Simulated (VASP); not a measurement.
The system is MgNiH.

```
Mg Ni H
1.0
     3.08812    0.00000    0.00000
     0.00000    3.08812    0.00000
     0.00000    0.00000    3.25702
Mg Ni H
1 1 1
Direct
  0.00000 0.00000 0.00000
  0.50000 0.50000 0.50000
  0.50000 0.50000 0.00000
```

Program: VASP 6.6.1. Alike in all runs: task single point; level LDA; potentials or basis VASP PAW LDA potentials, release 64 (Mg, Ni, H); spin collinear, ferromagnetic start; cell as given; k mesh 11 × 11 × 10; cutoff (eV) 520; smearing fermi-dirac 0.1 eV.

Task: Order these runs on this cell by their pressure, lowest first.
A. fixed moment (μB) 1.8
B. fixed moment (μB) 1.4
C. fixed moment (μB) 0.7
D. fixed moment (μB) 1.1

Result: C (-5.7 GPa), D (-3.4 GPa), B (-1.5 GPa), A (2.0 GPa).

Caveats: the total moment is fixed, so each spin has its own Fermi level and the state may be an excited one; the cell stands under tension (at least some runs).
